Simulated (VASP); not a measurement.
# As (R-3m) in VASP: a series of runs

As is run at these levels: r2SCAN; tasks: single point.

Everything below comes from runs of VASP 6.6.1. Logs are shortened: lines on timing, memory, paths and dates and some standing lists are left out, and cuts for length are marked.

## 1. The cell of the first run

Symmetry: R-3m, No. 166, trigonal system. Conventional cell: a = 3.590 Å, b = 3.590 Å, c = 15.163 Å, α = 90.00°, β = 90.00°, γ = 120.00°. Within 3.3 Å of As (site symmetry 3m) lie 3 As at 2.48 Å.

## 2. Single point, r2SCAN

Input file POSCAR:

```
As
1.0
    1.7950784285      1.0363890139      5.0542643309
   -1.7950784285      1.0363890139      5.0542643309
    0.0000000000     -2.0727780278      5.0542643309
As
2
Direct
    0.7883402482      0.7883402482      0.7883402482
    0.2116597518      0.2116597518      0.2116597518
```

Input file INCAR.step1:

```
SYSTEM = As
PREC = Accurate
ENCUT = 520
ISMEAR = -1
SIGMA = 0.6
LREAL = .False.
LASPH = .True.
NELM = 60
NBANDS = 12
GGA = PE
ALGO = Normal
EDIFF = 1E-4
LWAVE = .True.
LCHARG = .False.
```

Input file INCAR.step2:

```
SYSTEM = As
PREC = Accurate
ENCUT = 520
EDIFF = 1E-7
ISMEAR = -1
SIGMA = 0.6
LREAL = .False.
LASPH = .True.
NELM = 60
ALGO = Normal
ISIF = 2
LWAVE = .False.
LCHARG = .False.
METAGGA = R2SCAN
LMIXTAU = .True.
NBANDS = 12
ISTART = 1
```

Input file KPOINTS:

```
Automatic mesh
0
Gamma
  10 10 10
  0 0 0
```

Potentials or basis: VASP PAW PBE potentials, release 64 (As).

Started as:

```sh
cat potpaw_PBE.64/As/POTCAR > POTCAR
cp INCAR.step1 INCAR
mpirun -np 1 vasp_std > vasp.out
cp INCAR.step2 INCAR
mpirun -np 1 vasp_std > vasp.out
```

OUTCAR:

```text
SYSTEM = As
   PREC = Accurate
   ENCUT = 520
   EDIFF = 1E-7
   ISMEAR = -1
   LREAL = .False.
   LASPH = .True.
   NELM = 60
   ISIF = 2
   METAGGA = R2SCAN
   ISTART = 1

 ion  position               nearest neighbor table
   1  0.788  0.788  0.788-   2 2.48   2 2.48   2 2.48
   2  0.212  0.212  0.212-   1 2.48   1 2.48   1 2.48

  LATTYP: Found a trigonal (rhomboedric) cell.
 ALAT       =     5.4627828695
 COS(alpha) =     0.7840421605

  Lattice vectors:

 A1 = (   1.7950784285,   1.0363890139,   5.0542643309)
 A2 = (  -1.7950784285,   1.0363890139,   5.0542643309)
 A3 = (   0.0000000000,  -2.0727780278,   5.0542643309)

Analysis of symmetry for initial positions (statically):
=====================================================================
 Subroutine PRICEL returns:
 Original cell was already a primitive cell.

 Routine SETGRP: Setting up the symmetry group for a
 trigonal (rhombohedral) supercell.

 Subroutine GETGRP returns: Found 12 space group operations
 (whereof 12 operations were pure point group operations)
 out of a pool of 12 trial point group operations.

The static configuration has the point symmetry D_3d.

Analysis of symmetry for dynamics (positions and initial velocities):
=====================================================================
 Subroutine PRICEL returns:
 Original cell was already a primitive cell.

 Routine SETGRP: Setting up the symmetry group for a
 trigonal (rhombohedral) supercell.

 Subroutine GETGRP returns: Found 12 space group operations
 (whereof 12 operations were pure point group operations)
 out of a pool of 12 trial point group operations.

The dynamic configuration has the point symmetry D_3d.

 Subroutine INISYM returns: Found 12 space group operations
 (whereof 12 operations are pure point group operations),
 and found     1 'primitive' translations

----------------------------------------------------------------------------------------

                                     Primitive cell

  volume of cell :      56.4177

  direct lattice vectors                    reciprocal lattice vectors
     1.795078429  1.036389014  5.054264331     0.278539362  0.160814776  0.065950910
    -1.795078429  1.036389014  5.054264331    -0.278539362  0.160814776  0.065950910
     0.000000000 -2.072778028  5.054264331     0.000000000 -0.321629551  0.065950910

  length of vectors
     5.462782869  5.462782869  5.462782869     0.328321627  0.328321627  0.328321627

  position of ions in fractional coordinates (direct lattice)
     0.788340248  0.788340248  0.788340248
     0.211659752  0.211659752  0.211659752

  ion indices of the primitive-cell ions
   primitive index   ion index
                 1           1
                 2           2

----------------------------------------------------------------------------------------

 KPOINTS: Automatic mesh

Automatic generation of k-mesh.
 Grid dimensions read from file:
 generate k-points for:   10   10   10

 Generating k-lattice:

  Cartesian coordinates                     Fractional coordinates (reciprocal lattice)
     0.027853936  0.016081478  0.006595091     0.100000000 -0.000000000  0.000000000
    -0.027853936  0.016081478  0.006595091    -0.000000000  0.100000000  0.000000000
     0.000000000 -0.032162955  0.006595091     0.000000000  0.000000000  0.100000000

  Length of vectors
     0.032832163  0.032832163  0.032832163

  Shift w.r.t. Gamma in fractional coordinates (k-lattice)
     0.000000000  0.000000000  0.000000000

 Subroutine IBZKPT returns following result:
 ===========================================

 Found    116 irreducible k-points:

 Following reciprocal coordinates:
            Coordinates               Weight
  0.000000  0.000000  0.000000      1.000000
  0.100000  0.000000  0.000000      6.000000
  0.200000  0.000000  0.000000      6.000000
  0.300000 -0.000000 -0.000000      6.000000
  0.400000 -0.000000  0.000000      6.000000
  0.500000  0.000000 -0.000000      3.000000
[... 16 lines left out ...]
  0.300000  0.300000 -0.000000      6.000000
  0.400000  0.300000 -0.000000     12.000000
 [... further k-points ...]
   k-points           NKPTS =    116   k-points in BZ     NKDIM =    116   number of bands    NBANDS=     12
   number of dos      NEDOS =    301   number of ions     NIONS =      2
   total plane-waves  NPLWV =  74088
   dimension x,y,z NGX =    42 NGY =   42 NGZ =   42
   dimension x,y,z NGXF=    84 NGYF=   84 NGZF=   84
   ions per type =               2
   NGX,Y,Z   is equivalent  to a cutoff of  12.78, 12.78, 12.78 a.u.
   NGXF,Y,Z  is equivalent  to a cutoff of  25.56, 25.56, 25.56 a.u.
 SYSTEM =  As
   PREC   = accura    normal or accurate (medium, high low for compatibility)
   ISTART =      1    job   : 0-new  1-cont  2-samecut
   ICHARG =      0    charge: 1-file 2-atom 10-const
   ISPIN  =      1    spin polarized calculation?
   LNONCOLLINEAR =      F non collinear calculations
   LSORBIT =      F    spin-orbit coupling
   LASPH  =      T    aspherical Exc in radial PAW
   ENCUT  =  520.0 eV  38.22 Ry    6.18 a.u.  10.16 10.16 10.16*2*pi/ulx,y,z
   NELM   =     60;   NELMIN=  2; NELMDL=  0     # of ELM steps
   EDIFF  = 0.1E-06   stopping-criterion for ELM
   LREAL  =      F    real-space projection
   EDIFFG = 0.1E-05   stopping-criterion for IOM
   NSW    =      0    number of steps for IOM
   IBRION =     -1    ionic relax: 0-MD 1-quasi-New 2-CG
   NFREE  =      0    steps in history (QN), initial steepest desc. (CG)
   ISIF   =      2    stress and relaxation
   ISYM   =      2    0-nonsym 1-usesym 2-fastsym
   POTIM  = 0.5000    time-step for ionic-motion
   TEBEG  =    0.0;   TEEND  =   0.0 temperature during run
   PSTRESS=    0.0 pullay stress
   NELECT =      10.0000    total number of electrons
   NUPDOWN=      -1.0000    fix difference up-down
   EMIN   =  10.00;   EMAX   =-10.00  energy-range for DOS
   EFERMI =   0.00;   METHOD = LEGACY
   ISMEAR =    -1;   SIGMA  =   0.60  broadening in eV -4-tet -1-fermi 0-gaus
   EFERMI_NEDOS =   21; number of points for ismear=-14 and -15
   IALGO  =     38    algorithm
   IMIX   =      4    mixing-type and parameters
     AMIX     =   0.40;   BMIX     =  1.00
     AMIX_MAG =   1.60;   BMIX_MAG =  1.00
  volume/ion in A,a.u.               =      28.21       190.36
  Fermi-wavevector in a.u.,A,eV,Ry     =   0.919609  1.737808 11.506174  0.845680
  Thomas-Fermi vector in A             =   2.044822
   LORBIT       =      0    0 simple, 1 ext, 2 COOP (PROOUT), +10 PAW based schemes
   METAGGA = R2SCAN    functional components
   LHFCALC =     F    Hartree Fock is set to
   AEXX    =    0.0000 exact exchange contribution
   IVDW    =     0    specifies the selected vdW correction
   LEPSILON=     F    determine dielectric tensor
   LRPA    =     F    only Hartree local field effects (RPA)
 non-spin polarized calculation
  energy-cutoff  :      520.00
  volume of cell :       56.42
 maximum number of plane-waves:      1543
 NGX is ok and might be reduce to    42
   NGX = 21   NGY = 21   NGZ = 21

 number of electron      10.0000000 magnetization

 Free energy of the ion-electron system (eV)
  ---------------------------------------------------
  ext. energy  EPLUGINS =         0.00000000
  ---------------------------------------------------
  free energy    TOTEN  =       -29.63246681 eV

  energy without entropy =      -28.93771638  energy(sigma->0) =      -29.28509160

 E-fermi :   2.8138     XC(G=0):  -8.8780

 val. band max:        2.6852531383   @ k =   0.5000   0.5000   0.5000
 cond. band min:       3.3211458426   @ k =   0.4000  -0.0000   0.0000
 fundamental gap:      0.6358927043
 Fermi energy:         2.8138401975

 k-point     1 :       0.0000    0.0000    0.0000
  band No.  band energies     occupation
      1     -12.4319      2.00000
      2      -5.1586      2.00000
      3       0.3057      1.96987
      4       1.6915      1.73304
      5       1.6915      1.73304
      6       4.5919      0.09821
      7       5.6265      0.01825
      8       5.6265      0.01825
      9      11.1915      0.00000
     10      12.2693      0.00000
     11      12.2693      0.00000
     12      12.7928      0.00000

 k-point     2 :       0.1000    0.0000    0.0000
  band No.  band energies     occupation
      1     -12.2894      2.00000
      2      -5.1748      2.00000
      3       0.4136      1.96404
      4       0.6330      1.94857
      5       1.4037      1.82591
      6       4.9618      0.05425
      7       5.8497      0.01261
      8       5.9045      0.01152
      9      10.4947      0.00001
     10      11.7653      0.00000
     11      12.0936      0.00000
     12      12.6601      0.00000

 k-point     3 :       0.2000    0.0000    0.0000
  band No.  band energies     occupation
      1     -11.8677      2.00000
      2      -5.3483      2.00000
      3      -0.8762      1.99574
      4       0.7497      1.93787
      5       0.8136      1.93114
      6       4.1096      0.20686
      7       6.3404      0.00559
      8       6.6828      0.00316
      9       9.7782      0.00002
     10      11.0045      0.00000
     11      12.3213      0.00000
     12      13.7233      0.00000

 k-point     4 :       0.3000   -0.0000   -0.0000
  band No.  band energies     occupation
      1     -11.1909      2.00000
      2      -6.0002      2.00000
      3      -1.6731      1.99887
      4       0.2582      1.97213
      5       1.0522      1.89921
      6       3.3555      0.57700
      7       5.9567      0.01056
      8       6.4978      0.00430
      9       9.4760      0.00003
     10      11.9717      0.00000
     11      13.4269      0.00000
     12      13.4722      0.00000

 k-point     5 :       0.4000   -0.0000    0.0000
  band No.  band energies     occupation
      1     -10.3447      2.00000
      2      -7.0735      2.00000
      3      -1.6987      1.99892
      4      -0.1120      1.98487
      5       0.9115      1.91942
      6       3.3211      0.60075
      7       4.9868      0.05209
      8       6.4560      0.00461
      9       8.9468      0.00007
     10      12.0802      0.00000
     11      14.2500      0.00000
     12      15.3574      0.00000
[... 228 lines left out ...]
      1      -9.9658      2.00000
      2      -7.2674      2.00000
      3      -2.0294      1.99938
      4      -0.9320      1.99612
      5       0.5397      1.95582
      6       4.3584      0.14164
      7       5.0229      0.04912
      8       6.9446      0.00204
      9       9.8711      0.00002
     10      11.6048      0.00000
     11      13.0179      0.00000
     12      14.4984      0.00000

 k-point    22 :      -0.2000    0.2000    0.0000
  band No.  band energies     occupation
      1     -10.8040      2.00000
      2      -6.3120      2.00000
      3      -1.3027      1.99791
      4      -1.2480      1.99771
      5       0.8304      1.92926
      6       4.4703      0.11897
      7       5.2232      0.03542
      8       7.0053      0.00185
      9       9.1594      0.00005
     10      11.8457      0.00000
     11      12.9935      0.00000
     12      15.2614      0.00000

 k-point    23 :       0.3000    0.3000   -0.0000
  band No.  band energies     occupation
      1     -11.1742      2.00000
      2      -5.9934      2.00000
      3      -1.9235      1.99926
      4       0.1949      1.97489
      5       0.8995      1.92096
      6       3.9664      0.25552
      7       6.0801      0.00861
      8       6.8555      0.00237
      9      10.0104      0.00001
     10      11.9706      0.00000
     11      13.0321      0.00000
     12      13.6494      0.00000

 k-point    24 :       0.4000    0.3000   -0.0000
  band No.  band energies     occupation
      1     -10.6595      2.00000
      2      -6.5385      2.00000
      3      -1.9906      1.99933
      4      -0.6545      1.99385
      5       0.7469      1.93815
      6       4.7027      0.08233
      7       6.1945      0.00712
      8       6.4031      0.00503
      9       9.7023      0.00002
     10      11.9555      0.00000
     11      12.9681      0.00000
     12      13.7066      0.00000

 [... further k-points ...]

------------------------ aborting loop because EDIFF is reached ----------------------------------------

  FORCE on cell =-STRESS in cart. coord.  units (eV):
  Direction    XX          YY          ZZ          XY          YZ          ZX
  --------------------------------------------------------------------------------------
  -------------------------------------------------------------------------------------
  Total        0.3569338      0.3569338     -0.1246325      0.0000000      0.0000000      0.0000000
  in kB       10.1363799     10.1363799     -3.5393753      0.0000000      0.0000000      0.0000000
  external PRESSURE =       5.5777948 kB  Pullay stress =       0.0000000 kB

 VOLUME and BASIS-vectors are now :
 -----------------------------------------------------------------------------
  energy-cutoff  :      520.00
  volume of cell :       56.42
      direct lattice vectors                 reciprocal lattice vectors
     1.795078429  1.036389014  5.054264331     0.278539362  0.160814776  0.065950910
    -1.795078429  1.036389014  5.054264331    -0.278539362  0.160814776  0.065950910
     0.000000000 -2.072778028  5.054264331     0.000000000 -0.321629551  0.065950910

 POSITION                                       TOTAL-FORCE (eV/Angst)
 -----------------------------------------------------------------------------------
      0.00000      0.00000     11.95344         0.000000     -0.000000     -0.097492
      0.00000      0.00000      3.20935         0.000000      0.000000      0.097492
 -----------------------------------------------------------------------------------
    total drift:                               -0.000000     -0.000000      0.000000

  FREE ENERGIE OF THE ION-ELECTRON SYSTEM (eV)
  ---------------------------------------------------
  free  energy   TOTEN  =       -29.6324668114 eV

  energy  without entropy=      -28.9377163791  energy(sigma->0) =      -29.28509160
```

Run time: 4.4 min. Hardware: 1 thread of Intel Xeon 6975P-C (Granite Rapids), shared host; peak memory 0.31 GiB.

Results:

```yaml
Free_energy: -29.6325 eV
Pressure: 0.6 GPa
Largest_force: 0.097 eV/Å
Band_gap_on_the_k_mesh: 0.64 eV (least direct gap 1.19 eV)
```

Forces on the atoms (eV/Å):
```
As   0.000  0.000 -0.097
As   0.000  0.000  0.097
```

Caveat: the PAW data sets were made with another functional, which shifts forces and pressure a little. A k mesh can miss the band edges.

## 3. Single point, r2SCAN

POSCAR is that of step 2.

Input file INCAR.step1:

```
SYSTEM = As
  PREC = Accurate
  ENCUT = 520
  ISMEAR = -1
  SIGMA = 1.0
  LREAL = .FALSE.
  LASPH = .TRUE.
  NELM = 60
  NBANDS = 12
  GGA = PE
  ALGO = Normal
  EDIFF = 1E-4
  LWAVE = .TRUE.
  LCHARG = .FALSE.
```

Input file INCAR.step2:

```
SYSTEM = As
  PREC = Accurate
  ENCUT = 520
  EDIFF = 1E-7
  ISMEAR = -1
  SIGMA = 1.0
  LREAL = .FALSE.
  LASPH = .TRUE.
  NELM = 60
  ALGO = Normal
  ISIF = 2
  LWAVE = .FALSE.
  LCHARG = .TRUE.
  METAGGA = R2SCAN
  LMIXTAU = .TRUE.
  LELF = .TRUE.
  LVHAR = .TRUE.
  NBANDS = 12
  ISTART = 1
```

Input file KPOINTS:

```
regular mesh
0
G
  10 10 10
  0 0 0
```

Potentials or basis: VASP PAW PBE potentials, release 64 (As).

Started as:

```sh
cat potpaw_PBE.64/As/POTCAR > POTCAR
cp INCAR.step1 INCAR
mpirun -np 1 vasp_std > vasp.out
cp INCAR.step2 INCAR
mpirun -np 1 vasp_std > vasp.out
```

It took 4.7 min on 1 thread of Intel Xeon 6975P-C (Granite Rapids), shared host; peak memory 0.3 GiB.

Results (log left out):

```
Free energy            : -30.4223 eV
Pressure               : 2.9 GPa
Largest force          : 0.555 eV/Å
Band gap on the k mesh : 0.66 eV (least direct gap 1.22 eV)
```

Forces on the atoms (eV/Å):
```
As   0.000  0.000 -0.555
As   0.000  0.000  0.555
```

Stress tensor (GPa, compression positive):
```
3.70 0.00 0.00
0.00 3.70 0.00
0.00 0.00 1.41
```

Levels at points of the mesh, in eV from the valence-band top:
```
           k point  band 1  band 2  band 3  band 4  band 5  band 6  band 7  band 8  band 9  band 10
(0.00, 0.00, 0.00)  -15.09   -7.84   -2.37   -0.97   -0.97    1.94    2.97    2.97    8.52     9.62
(0.50, 0.00, 0.00)  -12.45  -10.42   -4.22   -2.89   -2.00    1.02    1.74    3.75    6.09     9.01
(0.50, 0.50, 0.00)  -12.45  -10.30   -4.57   -2.98   -2.91    1.76    3.79    4.33    6.42     9.06
(0.50, 0.50, 0.50)  -15.00   -8.57   -0.95   -0.95    0.00    1.22    2.81    2.81    6.74     9.12
```

Caveat: the PAW data sets were made with another functional, which shifts forces and pressure a little. A k mesh can miss the band edges.

(Part 1 of 2 ends here.)
